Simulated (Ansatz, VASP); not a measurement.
## Mo in VASP and in Ansatz

```
Mo
1.0
    -1.55618    1.55618    1.55618
     1.55618   -1.55618    1.55618
     1.55618    1.55618   -1.55618
Mo
1
Cartesian
  0.0000 0.0000 0.0000
```

Alike in both runs: functional LDA; k mesh 8 × 8 × 8; occupations gaussian, width 0.1 eV; no spin polarisation.

Ansatz relaxed the structure, and its values are those at the end. VASP's run is a single point on that final structure, the one shown.

|  | VASP | Ansatz |
| --- | --- | --- |
| version | VASP 6.6.1 | Ansatz 0.2.0 |
| potentials or method | VASP PAW LDA potentials, release 64 (Mo_sv), cutoff 520 eV | scalar-relativistic, plane waves, PAW |
| valence electrons in the cell | 14 | 14 |

Ansatz gave:

```
gap on the k mesh at the Fermi level (eV) : none
pressure (GPa)                            : 0.2
```

Question: What did VASP give for the same quantities?

Answer: gap on the k mesh at the Fermi level (eV): none; pressure (GPa): 1.2.

Ansatz warns that its potentials were made for another functional, while VASP's fit it. LDA's correlation is that of Perdew and Zunger in VASP and of Perdew and Wang (1992) in Ansatz. A gap of «none» marks a metal or a gap that the smearing closes.
